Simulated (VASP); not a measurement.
# RbBr (F-43m) in VASP: further runs

The runs below take RbBr through single point, with LDA, PBEsol.

Everything below comes from runs of VASP 6.6.1. Logs are shortened: lines on timing, memory, paths and dates and some standing lists are left out, and cuts for length are marked.

## Step 1: The cell of the first run

Symmetry: F-43m, No. 216, cubic system. Conventional cell: a = 7.739 Å, b = 7.739 Å, c = 7.739 Å, α = 90.00°, β = 90.00°, γ = 90.00°. Rb (site symmetry -43m) has 4 Br at 3.35 Å within 4.4 Å. Within 4.4 Å of Br (site symmetry -43m) lie 4 Rb at 3.35 Å.

## Step 2: Single point, LDA

File INCAR:

```
  PREC = Accurate
  ENCUT = 500
  EDIFF = 1E-6
  ISMEAR = 0
  SIGMA = 0.01
  LREAL = False
  LASPH = True
  NELM = 120
  ALGO = Normal
  ISIF = 2
  LWAVE = False
  LCHARG = True
  GGA = CA
  LELF = True
  LVHAR = True
  NBANDS = 15
  GGA_COMPAT = False
```

File KPOINTS:

```
regular mesh
0
Gamma
  2 2 2
```

File POSCAR:

```
RbBr
1.0
    0.0000000000      3.8694968646      3.8694968646
    3.8694968646      0.0000000000      3.8694968646
    3.8694968646      3.8694968646      0.0000000000
Rb Br
1 1
Direct
    0.0000000000      0.0000000000      0.0000000000
    0.2500000000      0.2500000000      0.2500000000
```

Potentials or basis: VASP PAW LDA potentials, release 64 (Rb_sv, Br).

Command:

```
$ cat potpaw_LDA.64/Rb_sv/POTCAR potpaw_LDA.64/Br/POTCAR > POTCAR
$ mpirun -np 1 vasp_std > vasp.out
```

OUTCAR:

```text
PREC = Accurate
   ENCUT = 500
   EDIFF = 1E-6
   ISMEAR = 0
   LREAL = False
   LASPH = True
   NELM = 120
   ISIF = 2
   GGA = CA

 ion  position               nearest neighbor table
   1  0.000  0.000  0.000-   2 3.35   2 3.35   2 3.35   2 3.35
   2  0.250  0.250  0.250-   1 3.35   1 3.35   1 3.35   1 3.35

  LATTYP: Found a face centered cubic cell.
 ALAT       =     7.7389937292

  Lattice vectors:

 A1 = (   0.0000000000,   3.8694968646,   3.8694968646)
 A2 = (   3.8694968646,   0.0000000000,   3.8694968646)
 A3 = (   3.8694968646,   3.8694968646,   0.0000000000)

Analysis of symmetry for initial positions (statically):
=====================================================================
 Subroutine PRICEL returns:
 Original cell was already a primitive cell.

 Routine SETGRP: Setting up the symmetry group for a
 face centered cubic supercell.

 Subroutine GETGRP returns: Found 24 space group operations
 (whereof 24 operations were pure point group operations)
 out of a pool of 48 trial point group operations.

The static configuration has the point symmetry T_d .

Analysis of symmetry for dynamics (positions and initial velocities):
=====================================================================
 Subroutine PRICEL returns:
 Original cell was already a primitive cell.

 Routine SETGRP: Setting up the symmetry group for a
 face centered cubic supercell.

 Subroutine GETGRP returns: Found 24 space group operations
 (whereof 24 operations were pure point group operations)
 out of a pool of 48 trial point group operations.

The dynamic configuration has the point symmetry T_d .

 Subroutine INISYM returns: Found 24 space group operations
 (whereof 24 operations are pure point group operations),
 and found     1 'primitive' translations

----------------------------------------------------------------------------------------

                                     Primitive cell

  volume of cell :     115.8760

  direct lattice vectors                    reciprocal lattice vectors
     0.000000000  3.869496865  3.869496865    -0.129215766  0.129215766  0.129215766
     3.869496865  0.000000000  3.869496865     0.129215766 -0.129215766  0.129215766
     3.869496865  3.869496865  0.000000000     0.129215766  0.129215766 -0.129215766

  length of vectors
     5.472294945  5.472294945  5.472294945     0.223808271  0.223808271  0.223808271

  position of ions in fractional coordinates (direct lattice)
     0.000000000  0.000000000  0.000000000
     0.250000000  0.250000000  0.250000000

  ion indices of the primitive-cell ions
   primitive index   ion index
                 1           1
                 2           2

----------------------------------------------------------------------------------------

 KPOINTS: regular mesh

Automatic generation of k-mesh.
 Grid dimensions read from file:
 generate k-points for:    2    2    2

 Generating k-lattice:

  Cartesian coordinates                     Fractional coordinates (reciprocal lattice)
    -0.064607883  0.064607883  0.064607883     0.500000000  0.000000000  0.000000000
     0.064607883 -0.064607883  0.064607883     0.000000000  0.500000000  0.000000000
     0.064607883  0.064607883 -0.064607883     0.000000000  0.000000000  0.500000000

  Length of vectors
     0.111904136  0.111904136  0.111904136

  Shift w.r.t. Gamma in fractional coordinates (k-lattice)
     0.000000000  0.000000000  0.000000000

 Subroutine IBZKPT returns following result:
 ===========================================

 Found      3 irreducible k-points:

 Following reciprocal coordinates:
            Coordinates               Weight
  0.000000  0.000000  0.000000      1.000000
  0.500000  0.000000  0.000000      4.000000
  0.500000  0.500000  0.000000      3.000000
   k-points           NKPTS =      3   k-points in BZ     NKDIM =      3   number of bands    NBANDS=     15
   number of dos      NEDOS =    301   number of ions     NIONS =      2
   total plane-waves  NPLWV =  64000
   dimension x,y,z NGX =    40 NGY =   40 NGZ =   40
   dimension x,y,z NGXF=    80 NGYF=   80 NGZF=   80
   ions per type =               1   1
   NGX,Y,Z   is equivalent  to a cutoff of  12.15, 12.15, 12.15 a.u.
   NGXF,Y,Z  is equivalent  to a cutoff of  24.30, 24.30, 24.30 a.u.
 SYSTEM =  unknown system
   PREC   = accura    normal or accurate (medium, high low for compatibility)
   ISTART =      0    job   : 0-new  1-cont  2-samecut
   ICHARG =      2    charge: 1-file 2-atom 10-const
   ISPIN  =      1    spin polarized calculation?
   LNONCOLLINEAR =      F non collinear calculations
   LSORBIT =      F    spin-orbit coupling
   LASPH  =      T    aspherical Exc in radial PAW
   ENCUT  =  500.0 eV  36.75 Ry    6.06 a.u.   9.98  9.98  9.98*2*pi/ulx,y,z
   NELM   =    120;   NELMIN=  2; NELMDL= -5     # of ELM steps
   EDIFF  = 0.1E-05   stopping-criterion for ELM
   LREAL  =      F    real-space projection
   EDIFFG = 0.1E-04   stopping-criterion for IOM
   NSW    =      0    number of steps for IOM
   IBRION =     -1    ionic relax: 0-MD 1-quasi-New 2-CG
   NFREE  =      0    steps in history (QN), initial steepest desc. (CG)
   ISIF   =      2    stress and relaxation
   ISYM   =      2    0-nonsym 1-usesym 2-fastsym
   POTIM  = 0.5000    time-step for ionic-motion
   TEBEG  =    0.0;   TEEND  =   0.0 temperature during run
   PSTRESS=    0.0 pullay stress
   NELECT =      16.0000    total number of electrons
   NUPDOWN=      -1.0000    fix difference up-down
   EMIN   =  10.00;   EMAX   =-10.00  energy-range for DOS
   EFERMI =   0.00;   METHOD = LEGACY
   ISMEAR =     0;   SIGMA  =   0.01  broadening in eV -4-tet -1-fermi 0-gaus
   EFERMI_NEDOS =   21; number of points for ismear=-14 and -15
   IALGO  =     38    algorithm
   IMIX   =      4    mixing-type and parameters
     AMIX     =   0.40;   BMIX     =  1.00
     AMIX_MAG =   1.60;   BMIX_MAG =  1.00
  volume/ion in A,a.u.               =      57.94       390.98
  Fermi-wavevector in a.u.,A,eV,Ry     =   0.846156  1.599003  9.741494  0.715980
  Thomas-Fermi vector in A             =   1.961458
   LORBIT       =      0    0 simple, 1 ext, 2 COOP (PROOUT), +10 PAW based schemes
   GGA     = CA    functional components
   LHFCALC =     F    Hartree Fock is set to
   AEXX    =    0.0000 exact exchange contribution
   IVDW    =     0    specifies the selected vdW correction
   LEPSILON=     F    determine dielectric tensor
   LRPA    =     F    only Hartree local field effects (RPA)
 non-spin polarized calculation
 Gauss-broadening in eV      SIGMA  =   0.01
  energy-cutoff  :      500.00
  volume of cell :      115.88
 maximum number of plane-waves:      2954
 NGX is ok and might be reduce to    40
   NGX = 19   NGY = 19   NGZ = 19

 number of electron      15.9999998 magnetization

 Free energy of the ion-electron system (eV)
  ---------------------------------------------------
  ext. energy  EPLUGINS =         0.00000000
  ---------------------------------------------------
  free energy    TOTEN  =        -6.33135229 eV

  energy without entropy =       -6.33135229  energy(sigma->0) =       -6.33135229

 E-fermi :  -3.1934     XC(G=0):  -6.1541

 val. band max:       -3.2650810103   @ k =   0.5000   0.5000   0.0000
 cond. band min:       0.5372826605   @ k =   0.0000   0.0000   0.0000
 fundamental gap:      3.8023636708
 Fermi energy:        -3.1933973466

 k-point     1 :       0.0000    0.0000    0.0000
  band No.  band energies     occupation
      1     -27.7482      2.00000
      2     -15.1469      2.00000
      3     -11.9202      2.00000
      4     -11.9202      2.00000
      5     -11.9202      2.00000
      6      -3.3583      2.00000
      7      -3.3583      2.00000
      8      -3.3583      2.00000
      9       0.5373      0.00000
     10       4.6977      0.00000
     11       4.6977      0.00000
     12       5.6700      0.00000
     13       5.6700      0.00000
     14       5.6700      0.00000
     15       6.6624      0.00000

 k-point     2 :       0.5000    0.0000    0.0000
  band No.  band energies     occupation
      1     -27.7460      2.00000
      2     -15.1915      2.00000
      3     -11.9331      2.00000
      4     -11.9331      2.00000
      5     -11.8733      2.00000
      6      -3.5861      2.00000
      7      -3.3096      2.00000
      8      -3.3096      2.00000
      9       2.7421      0.00000
     10       2.9989      0.00000
     11       4.3297      0.00000
     12       4.3297      0.00000
     13       5.7588      0.00000
     14       5.7588      0.00000
     15       6.2350      0.00000

 k-point     3 :       0.5000    0.5000    0.0000
  band No.  band energies     occupation
      1     -27.7452      2.00000
      2     -15.2058      2.00000
      3     -11.9515      2.00000
      4     -11.9515      2.00000
      5     -11.8287      2.00000
      6      -3.6871      2.00000
      7      -3.2651      2.00000
      8      -3.2651      2.00000
      9       2.4364      0.00000
     10       3.2330      0.00000
     11       4.8988      0.00000
     12       5.4623      0.00000
     13       5.5998      0.00000
     14       5.5998      0.00000
     15       6.0442      0.00000

------------------------ aborting loop because EDIFF is reached ----------------------------------------

  FORCE on cell =-STRESS in cart. coord.  units (eV):
  Direction    XX          YY          ZZ          XY          YZ          ZX
  --------------------------------------------------------------------------------------
  -------------------------------------------------------------------------------------
  Total       -0.6151218     -0.6151218     -0.6151218      0.0000000      0.0000000      0.0000000
  in kB       -8.5050759     -8.5050759     -8.5050759      0.0000000      0.0000000      0.0000000
  external PRESSURE =      -8.5050759 kB  Pullay stress =       0.0000000 kB

 VOLUME and BASIS-vectors are now :
 -----------------------------------------------------------------------------
  energy-cutoff  :      500.00
  volume of cell :      115.88
      direct lattice vectors                 reciprocal lattice vectors
     0.000000000  3.869496865  3.869496865    -0.129215766  0.129215766  0.129215766
     3.869496865  0.000000000  3.869496865     0.129215766 -0.129215766  0.129215766
     3.869496865  3.869496865  0.000000000     0.129215766  0.129215766 -0.129215766

 POSITION                                       TOTAL-FORCE (eV/Angst)
 -----------------------------------------------------------------------------------
      0.00000      0.00000      0.00000         0.000000      0.000000      0.000000
      1.93475      1.93475      1.93475        -0.000000     -0.000000     -0.000000
 -----------------------------------------------------------------------------------
    total drift:                               -0.000000     -0.000000     -0.000000

  FREE ENERGIE OF THE ION-ELECTRON SYSTEM (eV)
  ---------------------------------------------------
  free  energy   TOTEN  =        -6.3313522907 eV

  energy  without entropy=       -6.3313522907  energy(sigma->0) =       -6.33135229
```

It took 14 s on 1 thread of Intel Xeon 8259CL, shared host; peak memory 0.18 GiB.

Results:

| Property | Result |
| --- | --- |
| Free energy | -6.3314 eV |
| Pressure | -0.9 GPa |
| Band gap on the k mesh | 3.80 eV, indirect (least direct gap 3.90 eV) |

Caveat: the k points lie up to 0.70 Å⁻¹ apart.

## Step 3: Single point, PBEsol

File INCAR:

```
SYSTEM = RbBr
  ALGO = Normal
  EDIFF = 1E-6
  ENCUT = 500
  GGA = PS
  GGA_COMPAT = .False.
  ISIF = 2
  ISMEAR = -1
  LASPH = .True.
  LCHARG = .False.
  LREAL = .False.
  LWAVE = .False.
  NBANDS = 15
  NELM = 120
  PREC = Accurate
  SIGMA = 0.05
```

File KPOINTS:

```
k-points
0
Gamma
  4 4 4
  0 0 0
```

POSCAR is that of step 2.

Potentials or basis: VASP PAW PBE potentials, release 64 (Rb_sv, Br).

Command:

```
$ cat potpaw_PBE.64/Rb_sv/POTCAR potpaw_PBE.64/Br/POTCAR > POTCAR
$ mpirun -np 1 vasp_std > vasp.out
```

OUTCAR:

```text
SYSTEM = RbBr
   EDIFF = 1E-6
   ENCUT = 500
   GGA = PS
   ISIF = 2
   ISMEAR = -1
   LASPH = .True.
   LREAL = .False.
   NELM = 120
   PREC = Accurate

 ion  position               nearest neighbor table
   1  0.000  0.000  0.000-   2 3.35   2 3.35   2 3.35   2 3.35
   2  0.250  0.250  0.250-   1 3.35   1 3.35   1 3.35   1 3.35

  LATTYP: Found a face centered cubic cell.
 ALAT       =     7.7389937292

  Lattice vectors:

 A1 = (   0.0000000000,   3.8694968646,   3.8694968646)
[... 310 lines left out ...]
------------------------ aborting loop because EDIFF is reached ----------------------------------------

  FORCE on cell =-STRESS in cart. coord.  units (eV):
  Direction    XX          YY          ZZ          XY          YZ          ZX
  --------------------------------------------------------------------------------------
  -------------------------------------------------------------------------------------
  Total       -0.2125134     -0.2125134     -0.2125134     -0.0000000     -0.0000000     -0.0000000
  in kB       -2.9383488     -2.9383488     -2.9383488     -0.0000000     -0.0000000     -0.0000000
  external PRESSURE =      -2.9383488 kB  Pullay stress =       0.0000000 kB

 VOLUME and BASIS-vectors are now :
 -----------------------------------------------------------------------------
  energy-cutoff  :      500.00
  volume of cell :      115.88
      direct lattice vectors                 reciprocal lattice vectors
     0.000000000  3.869496865  3.869496865    -0.129215766  0.129215766  0.129215766
     3.869496865  0.000000000  3.869496865     0.129215766 -0.129215766  0.129215766
     3.869496865  3.869496865  0.000000000     0.129215766  0.129215766 -0.129215766

 POSITION                                       TOTAL-FORCE (eV/Angst)
 -----------------------------------------------------------------------------------
      0.00000      0.00000      0.00000         0.000000      0.000000      0.000000
      1.93475      1.93475      1.93475        -0.000000     -0.000000     -0.000000
 -----------------------------------------------------------------------------------
    total drift:                               -0.000000     -0.000000     -0.000000

  FREE ENERGIE OF THE ION-ELECTRON SYSTEM (eV)
  ---------------------------------------------------
  free  energy   TOTEN  =        -6.1268380861 eV

  energy  without entropy=       -6.1268380861  energy(sigma->0) =       -6.12683809
```

OSZICAR:

```text
N       E                     dE             d eps       ncg     rms          rms(c)
DAV:   1     0.905892069197E+02    0.90589E+02   -0.60396E+03   240   0.852E+02
DAV:   2     0.103795954727E+01   -0.89551E+02   -0.81839E+02   357   0.151E+02
DAV:   3    -0.630878265535E+01   -0.73467E+01   -0.73001E+01   317   0.472E+01
DAV:   4    -0.648628370898E+01   -0.17750E+00   -0.17745E+00   389   0.724E+00
DAV:   5    -0.648713197119E+01   -0.84826E-03   -0.84825E-03   331   0.548E-01    0.272E+00
DAV:   6    -0.613857244793E+01    0.34856E+00   -0.43778E-01   310   0.264E+00    0.174E+00
DAV:   7    -0.609372982779E+01    0.44843E-01   -0.21199E-01   324   0.188E+00    0.926E-01
DAV:   8    -0.611977522445E+01   -0.26045E-01   -0.26663E-02   337   0.819E-01    0.157E-01
DAV:   9    -0.612402972993E+01   -0.42545E-02   -0.37473E-03   275   0.258E-01    0.115E-01
DAV:  10    -0.612672374114E+01   -0.26940E-02   -0.20285E-03   240   0.220E-01    0.279E-02
DAV:  11    -0.612680153886E+01   -0.77798E-04   -0.15660E-04   303   0.582E-02    0.131E-02
DAV:  12    -0.612683747204E+01   -0.35933E-04   -0.64057E-05   240   0.436E-02    0.224E-03
DAV:  13    -0.612683808615E+01   -0.61411E-06   -0.14162E-06   337   0.667E-03
   1 F= -.61268381E+01 E0= -.61268381E+01  d E =-.800932E-10
```

It took 32 s on 1 thread of Intel Xeon 8259CL, shared host; peak memory 0.23 GiB.

What came out:

```
Free energy            : -6.1268 eV
Pressure               : -0.3 GPa
Band gap on the k mesh : 4.12 eV, indirect (least direct gap 4.21 eV)
```

Levels at points of the mesh, in eV from the valence-band top:
```tsv
k point	band 5	band 6	band 7	band 8	band 9	band 10	band 11	band 12
(0.00, 0.00, 0.00)	-8.67	-0.09	-0.09	-0.09	4.12	8.15	8.15	9.14
(0.50, 0.00, 0.00)	-8.62	-0.30	-0.04	-0.04	6.29	6.56	7.82	7.82
(0.50, 0.50, 0.00)	-8.58	-0.40	0.00	0.00	6.00	6.75	8.43	8.91
```

Caveat: the PAW data sets were made with another functional, which shifts forces and pressure a little. A k mesh can miss the band edges.

[end of part 1 of 2]
